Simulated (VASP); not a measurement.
# AlN (P6/mmm) in VASP: further runs

The runs below take AlN through relaxation of cell and atoms, with PBE.

All numbers are computed with VASP 6.6.1; they aren't measurements. Logs are shortened: lines on timing, memory, paths and dates and some standing lists are left out, and cuts for length are marked.

**1. The cell of the first run**

The structure is hexagonal, space group P6/mmm (No. 191). The conventional cell has a = 4.522 Å, b = 4.522 Å, c = 3.375 Å, α = 90.00°, β = 90.00°, γ = 120.00°. Within 2.2 Å of Al (site symmetry 6/mmm) lie 2 N at 1.69 Å. Within 2.2 Å of N (site symmetry 6/mmm) lie 2 Al at 1.69 Å.

The cell was built from a structure type or drawn by symmetry, and may not be a known phase.

**2. Relaxation of cell and atoms, PBE**

The input, INCAR:

```
SYSTEM = AlN
PREC = Accurate ; ENCUT = 600
EDIFF = 1E-6 ; ISMEAR = 0
SIGMA = 0.02 ; LREAL = .False.
LASPH = .True. ; NELM = 100
ALGO = Normal ; ISIF = 3
LWAVE = .False. ; LCHARG = .False.
GGA = PE ; IBRION = 2
NSW = 100 ; EDIFFG = -0.01
```

The input, KPOINTS:

```
regular mesh
0
Gamma
  6 6 8
  0 0 0
```

The input, POSCAR:

```
AlN
1.0
    4.5220163858      0.0000000000      0.0000000000
   -2.2610081929      3.9161810664      0.0000000000
    0.0000000000      0.0000000000      3.3749309788
Al N
1 1
Direct
    0.0000000000      0.0000000000      0.5000000000
    0.0000000000      0.0000000000      0.0000000000
```

Potentials or basis: VASP PAW PBE potentials, release 64 (Al, N).

Run with:

```sh
$ cat potpaw_PBE.64/Al/POTCAR potpaw_PBE.64/N/POTCAR > POTCAR
$ mpirun -np 1 vasp_std > vasp.out
```

OUTCAR:

```text
SYSTEM = AlN
   PREC = Accurate
   ENCUT = 600
   EDIFF = 1E-6
   ISMEAR = 0
   LREAL = .False.
   LASPH = .True.
   NELM = 100
   ISIF = 3
   GGA = PE
   IBRION = 2
   NSW = 100
   EDIFFG = -0.01

 ion  position               nearest neighbor table
   1  0.000  0.000  0.500-   2 1.69   2 1.69
   2  0.000  0.000  0.000-   1 1.69   1 1.69

  LATTYP: Found a hexagonal cell.
 ALAT       =     4.5220163858
 C/A-ratio  =     0.7463332042

  Lattice vectors:

 A1 = (   4.5220163858,   0.0000000000,   0.0000000000)
 A2 = (  -2.2610081929,   3.9161810664,   0.0000000000)
 A3 = (   0.0000000000,   0.0000000000,   3.3749309788)

Analysis of symmetry for initial positions (statically):
=====================================================================
 Subroutine PRICEL returns:
 Original cell was already a primitive cell.

 Routine SETGRP: Setting up the symmetry group for a
 hexagonal supercell.

 Subroutine GETGRP returns: Found 24 space group operations
 (whereof 24 operations were pure point group operations)
 out of a pool of 24 trial point group operations.

The static configuration has the point symmetry D_6h.

Analysis of symmetry for dynamics (positions and initial velocities):
=====================================================================
 Subroutine PRICEL returns:
 Original cell was already a primitive cell.

 Routine SETGRP: Setting up the symmetry group for a
 hexagonal supercell.

 Subroutine GETGRP returns: Found 24 space group operations
 (whereof 24 operations were pure point group operations)
 out of a pool of 24 trial point group operations.

The dynamic configuration has the point symmetry D_6h.

 Subroutine INISYM returns: Found 24 space group operations
 (whereof 24 operations are pure point group operations),
 and found     1 'primitive' translations

----------------------------------------------------------------------------------------

                                     Primitive cell

  volume of cell :      59.7668

  direct lattice vectors                    reciprocal lattice vectors
     4.522016386  0.000000000  0.000000000     0.221140287  0.127675404  0.000000000
    -2.261008193  3.916181066  0.000000000     0.000000000  0.255350808  0.000000000
     0.000000000  0.000000000  3.374930979     0.000000000  0.000000000  0.296302356

  length of vectors
     4.522016386  4.522016386  3.374930979     0.255350808  0.255350808  0.296302356

  position of ions in fractional coordinates (direct lattice)
     0.000000000  0.000000000  0.500000000
     0.000000000  0.000000000  0.000000000

  ion indices of the primitive-cell ions
   primitive index   ion index
                 1           1
                 2           2

----------------------------------------------------------------------------------------

 KPOINTS: regular mesh

Automatic generation of k-mesh.
 Grid dimensions read from file:
 generate k-points for:    6    6    8

 Generating k-lattice:

  Cartesian coordinates                     Fractional coordinates (reciprocal lattice)
     0.036856714  0.021279234  0.000000000     0.166666667  0.000000000  0.000000000
     0.000000000  0.042558468  0.000000000     0.000000000  0.166666667  0.000000000
     0.000000000  0.000000000  0.037037794     0.000000000  0.000000000  0.125000000

  Length of vectors
     0.042558468  0.042558468  0.037037794

  Shift w.r.t. Gamma in fractional coordinates (k-lattice)
     0.000000000  0.000000000  0.000000000

 Subroutine IBZKPT returns following result:
 ===========================================

 Found     35 irreducible k-points:

 Following reciprocal coordinates:
            Coordinates               Weight
  0.000000  0.000000  0.000000      1.000000
  0.166667  0.000000  0.000000      6.000000
  0.333333  0.000000  0.000000      6.000000
  0.500000 -0.000000  0.000000      3.000000
  0.166667  0.166667  0.000000      6.000000
  0.333333  0.166667  0.000000     12.000000
[... 16 lines left out ...]
  0.166667  0.000000  0.375000     12.000000
  0.333333  0.000000  0.375000     12.000000
 [... further k-points ...]
   k-points           NKPTS =     35   k-points in BZ     NKDIM =     35   number of bands    NBANDS=      8
   number of dos      NEDOS =    301   number of ions     NIONS =      2
   total plane-waves  NPLWV =  36288
   dimension x,y,z NGX =    36 NGY =   36 NGZ =   28
   dimension x,y,z NGXF=    72 NGYF=   72 NGZF=   56
   ions per type =               1   1
   NGX,Y,Z   is equivalent  to a cutoff of  13.23, 13.23, 13.79 a.u.
   NGXF,Y,Z  is equivalent  to a cutoff of  26.47, 26.47, 27.59 a.u.
 SYSTEM =  AlN
   PREC   = accura    normal or accurate (medium, high low for compatibility)
   ISTART =      0    job   : 0-new  1-cont  2-samecut
   ICHARG =      2    charge: 1-file 2-atom 10-const
   ISPIN  =      1    spin polarized calculation?
   LNONCOLLINEAR =      F non collinear calculations
   LSORBIT =      F    spin-orbit coupling
   LASPH  =      T    aspherical Exc in radial PAW
   ENCUT  =  600.0 eV  44.10 Ry    6.64 a.u.   9.03  9.03  6.74*2*pi/ulx,y,z
   NELM   =    100;   NELMIN=  2; NELMDL= -5     # of ELM steps
   EDIFF  = 0.1E-05   stopping-criterion for ELM
   LREAL  =      F    real-space projection
   EDIFFG = -.1E-01   stopping-criterion for IOM
   NSW    =    100    number of steps for IOM
   IBRION =      2    ionic relax: 0-MD 1-quasi-New 2-CG
   NFREE  =      1    steps in history (QN), initial steepest desc. (CG)
   ISIF   =      3    stress and relaxation
   ISYM   =      2    0-nonsym 1-usesym 2-fastsym
   POTIM  = 0.5000    time-step for ionic-motion
   TEBEG  =    0.0;   TEEND  =   0.0 temperature during run
   PSTRESS=    0.0 pullay stress
   NELECT =       8.0000    total number of electrons
   NUPDOWN=      -1.0000    fix difference up-down
   EMIN   =  10.00;   EMAX   =-10.00  energy-range for DOS
   EFERMI =   0.00;   METHOD = LEGACY
   ISMEAR =     0;   SIGMA  =   0.02  broadening in eV -4-tet -1-fermi 0-gaus
   EFERMI_NEDOS =   21; number of points for ismear=-14 and -15
   IALGO  =     38    algorithm
   IMIX   =      4    mixing-type and parameters
     AMIX     =   0.40;   BMIX     =  1.00
     AMIX_MAG =   1.60;   BMIX_MAG =  1.00
  volume/ion in A,a.u.               =      29.88       201.66
  Fermi-wavevector in a.u.,A,eV,Ry     =   0.837436  1.582524  9.541750  0.701299
  Thomas-Fermi vector in A             =   1.951325
   LORBIT       =      0    0 simple, 1 ext, 2 COOP (PROOUT), +10 PAW based schemes
   GGA     = PE    functional components
   LHFCALC =     F    Hartree Fock is set to
   AEXX    =    0.0000 exact exchange contribution
   IVDW    =     0    specifies the selected vdW correction
   LEPSILON=     F    determine dielectric tensor
   LRPA    =     F    only Hartree local field effects (RPA)
 conjugate gradient relaxation of ions
 non-spin polarized calculation
 Gauss-broadening in eV      SIGMA  =   0.02
  energy-cutoff  :      600.00
  volume of cell :       59.77
 maximum number of plane-waves:      2016
   NGX = 19   NGY = 19   NGZ = 13

--------------------------------------- Ionic step        1  -------------------------------------------

 number of electron       7.9999999 magnetization

 Free energy of the ion-electron system (eV)
  ---------------------------------------------------
  ext. energy  EPLUGINS =         0.00000000
  ---------------------------------------------------
  free energy    TOTEN  =       -11.22581659 eV

  energy without entropy =      -11.22581659  energy(sigma->0) =      -11.22581659

------------------------ aborting loop because EDIFF is reached ----------------------------------------

  FORCE on cell =-STRESS in cart. coord.  units (eV):
  Direction    XX          YY          ZZ          XY          YZ          ZX
  --------------------------------------------------------------------------------------
  -------------------------------------------------------------------------------------
  Total        0.1064429      0.1064429      0.0291614      0.0000000     -0.0000000      0.0000000
  in kB        2.8534306      2.8534306      0.7817341      0.0000000     -0.0000000      0.0000000
  external PRESSURE =       2.1628651 kB  Pullay stress =       0.0000000 kB
[... 89 lines left out ...]
  FREE ENERGIE OF THE ION-ELECTRON SYSTEM (eV)
  ---------------------------------------------------
  free  energy   TOTEN  =       -11.2271596654 eV

  energy  without entropy=      -11.2271596654  energy(sigma->0) =      -11.22715967

[... ionic steps 4 to 17 ...]

--------------------------------------- Ionic step       18  -------------------------------------------

 number of electron       7.9999997 magnetization

------------------------ aborting loop because EDIFF is reached ----------------------------------------

  FORCE on cell =-STRESS in cart. coord.  units (eV):
  Direction    XX          YY          ZZ          XY          YZ          ZX
  --------------------------------------------------------------------------------------
  -------------------------------------------------------------------------------------
  Total        0.0028517      0.0028517      0.0448858     -0.0000000     -0.0000000      0.0000000
  in kB        0.0611949      0.0611949      0.9632056     -0.0000000     -0.0000000      0.0000000
  external PRESSURE =       0.3618652 kB  Pullay stress =       0.0000000 kB
[... 57 lines left out ...]
  energy  without entropy=      -11.2386059790  energy(sigma->0) =      -11.23860598

--------------------------------------- Ionic step       20  -------------------------------------------

 number of electron       7.9999997 magnetization

 Free energy of the ion-electron system (eV)
  ---------------------------------------------------
  ext. energy  EPLUGINS =         0.00000000
  ---------------------------------------------------
  free energy    TOTEN  =       -11.23860452 eV

  energy without entropy =      -11.23860452  energy(sigma->0) =      -11.23860452

 E-fermi :  -1.9056     XC(G=0):  -5.4275

 val. band max:       -2.0490709928   @ k =   0.0000   0.0000   0.5000
 cond. band min:      -0.6933770806   @ k =   0.0000   0.0000   0.0000
 fundamental gap:      1.3556939122
 Fermi energy:        -1.9055892764

 k-point     1 :       0.0000    0.0000    0.0000
  band No.  band energies     occupation
      1     -14.6788      2.00000
      2      -4.4734      2.00000
      3      -2.8957      2.00000
      4      -2.8957      2.00000
      5      -0.6934      0.00000
      6       5.9277      0.00000
      7       6.0140      0.00000
      8       6.0140      0.00000
[... 243 lines left out ...]
 k-point    24 :       0.3333    0.0000    0.3750
  band No.  band energies     occupation
      1     -14.0935      2.00000
      2      -6.6348      2.00000
      3      -2.4309      2.00000
      4      -2.2506      2.00000
      5       1.9130      0.00000
      6       3.2277      0.00000
      7       3.4540      0.00000
      8       6.2029      0.00000

 [... further k-points ...]

------------------------ aborting loop because EDIFF is reached ----------------------------------------

  FORCE on cell =-STRESS in cart. coord.  units (eV):
  Direction    XX          YY          ZZ          XY          YZ          ZX
  --------------------------------------------------------------------------------------
  -------------------------------------------------------------------------------------
  Total        0.0035381      0.0035381      0.0137809      0.0000000      0.0000000     -0.0000000
  in kB        0.0760315      0.0760315      0.2961424      0.0000000      0.0000000     -0.0000000
  external PRESSURE =       0.1494018 kB  Pullay stress =       0.0000000 kB
[... 17 lines left out ...]
  FREE ENERGIE OF THE ION-ELECTRON SYSTEM (eV)
  ---------------------------------------------------
  free  energy   TOTEN  =       -11.2386045157 eV

  energy  without entropy=      -11.2386045157  energy(sigma->0) =      -11.23860452

 reached required accuracy - stopping structural energy minimisation
```

Wall time 4.1 min (1 thread of Intel Xeon 8259CL, shared host); peak memory 0.19 GiB.

Results:

* Free energy: -11.2386 eV
* Relaxed volume: 37.28 Å³/atom
* Relaxed cell: a = 5.050 Å, b = 5.050 Å, c = 3.376 Å, α = 90.00°, β = 90.00°, γ = 120.00°
* Space group after relaxing (to 0.1 Å): P6/mmm (No. 191)
* Energy gained by relaxing: 6.4 meV/atom
* Ionic steps: 20
* Pressure after relaxing: 0.0 GPa
* Band gap on the k mesh: 1.36 eV (least direct gap 2.20 eV)

Step by step:
| step | energy change (eV) | largest force (eV/Å) | pressure (GPa) | volume (Å³) |
| --- | --- | --- | --- | --- |
| 1 | 0.0000 | 0.0000 | 0.22 | 59.77 |
| 2 | -0.0005 | 0.0000 | 0.08 | 60.12 |
| 3 | -0.0013 | 0.0000 | -0.31 | 61.17 |
| 4 | -0.0014 | 0.0000 | -0.29 | 61.21 |
| 5 | -0.0016 | 0.0000 | -0.28 | 61.31 |
| 6 | -0.0021 | 0.0000 | -0.25 | 61.52 |
| 7 | -0.0029 | 0.0000 | -0.19 | 61.95 |
| 8 | -0.0044 | 0.0000 | -0.05 | 62.80 |
| 9 | -0.0067 | 0.0000 | 0.20 | 64.51 |
| 10 | -0.0087 | 0.0000 | 0.69 | 68.00 |
| 11 | -0.0092 | 0.0000 | 0.65 | 68.49 |
| 12 | -0.0105 | 0.0000 | 0.54 | 69.99 |
| 13 | -0.0122 | 0.0000 | 0.33 | 73.04 |
| 14 | -0.0113 | 0.0000 | -0.08 | 79.33 |
| 15 | -0.0126 | 0.0000 | 0.20 | 74.97 |
| 16 | -0.0126 | 0.0000 | 0.17 | 75.41 |
| 17 | -0.0127 | 0.0000 | 0.10 | 75.01 |
| 18 | -0.0128 | 0.0000 | 0.04 | 74.66 |
| 19 | -0.0128 | 0.0000 | 0.02 | 74.63 |
| 20 | -0.0128 | 0.0000 | 0.01 | 74.56 |

Final structure:
```
Al N
1.0
     5.04971    0.00000    0.00000
    -2.52486    4.37318    0.00000
     0.00000    0.00000    3.37615
Al N
1 1
Direct
  0.00000 0.00000 0.50000
  0.00000 0.00000 0.00000
```

Levels at points of the mesh, in eV from the valence-band top:
```
           k point  band 2  band 3  band 4  band 5  band 6  band 7
(0.00, 0.00, 0.00)   -2.42   -0.85   -0.85    1.36    7.98    8.06
(0.50, 0.00, 0.00)   -2.42   -1.37   -0.95    2.72    5.31    6.65
(0.00, 0.00, 0.50)   -4.96    0.00    0.00    4.32    5.41    5.41
(0.50, 0.00, 0.50)   -4.88   -0.22   -0.05    3.70    5.02    5.59
```

Caveat: the volume moved by over 15 % at a fixed basis, so the end points are rough. A k mesh can miss the band edges.

**3. Relaxation of cell and atoms, PBE**

This run uses another cell than the first one, of 39.59 Å³/atom.

The input, INCAR:

```
ALGO     = Normal         # electronic algorithm
EDIFF    = 1E-7           # SCF threshold, eV
EDIFFG   = -0.01          # ionic threshold
ENCUT    = 600            # plane-wave cutoff, eV
GGA      = PE             # functional
IBRION   = 2              # ionic algorithm
ISIF     = 3              # what is computed and relaxed
ISMEAR   = 0              # smearing method
LASPH    = True           # aspherical terms in the spheres
LCHARG   = False          # write CHGCAR
LREAL    = False          # projectors in reciprocal space
LWAVE    = False          # write WAVECAR
NELM     = 80             # most SCF steps
NSW      = 100            # ionic steps
PREC     = Accurate       # precision mode
SIGMA    = 0.02           # smearing width, eV
```

The input, KPOINTS:

```
k-points
0
Gamma
  6 6 8
```

The input, POSCAR:

```
AlN
1.0
    5.2043784611      0.0000000000      0.0000000000
   -2.6021892305      4.5071239582      0.0000000000
    0.0000000000      0.0000000000      3.3754447665
Al N
1 1
Direct
    0.0000000000      0.0000000000      0.5000000000
    0.0000000000      0.0000000000      0.0000000000
```

Potentials or basis: VASP PAW PBE potentials, release 64 (Al, N).

Run with:

```sh
$ cat potpaw_PBE.64/Al/POTCAR potpaw_PBE.64/N/POTCAR > POTCAR
$ mpirun -np 1 vasp_std > vasp.out
```

Run time: 66 s. Hardware: 1 thread of Intel Xeon 8259CL, shared host; peak memory 0.22 GiB.

It converged, with:

```yaml
Free_energy: -11.2442 eV
Relaxed_volume: 39.60 Å³/atom
Relaxed_cell: a = 5.204 Å, b = 5.204 Å, c = 3.376 Å, α = 90.00°, β = 90.00°, γ = 120.00°
Space_group_after_relaxing_to_0.1_Å: P6/mmm (No. 191)
Energy_gained_by_relaxing: 0.0 meV/atom
Ionic_steps: 3
Pressure_after_relaxing: 0.0 GPa
Band_gap_on_the_k_mesh: 1.46 eV (least direct gap 2.33 eV)
```

Final structure:
```
CELL_PARAMETERS angstrom
5.20426 0.00000 0.00000
-2.60213 4.50702 0.00000
0.00000 0.00000 3.37646
ATOMIC_POSITIONS crystal
Al 0.00000 0.00000 0.50000
N 0.00000 0.00000 0.00000
```

Levels at points of the mesh, in eV from the valence-band top:
| k point | band 2 | band 3 | band 4 | band 5 | band 6 | band 7 |
| --- | --- | --- | --- | --- | --- | --- |
| (0.00, 0.00, 0.00) | -2.40 | -0.87 | -0.87 | 1.46 | 7.75 | 7.92 |
| (0.50, 0.00, 0.00) | -2.40 | -1.30 | -0.96 | 2.70 | 5.26 | 6.55 |
| (0.00, 0.00, 0.50) | -4.92 | 0.00 | 0.00 | 4.43 | 5.30 | 5.30 |
| (0.50, 0.00, 0.50) | -4.87 | -0.17 | -0.04 | 3.82 | 4.97 | 5.58 |
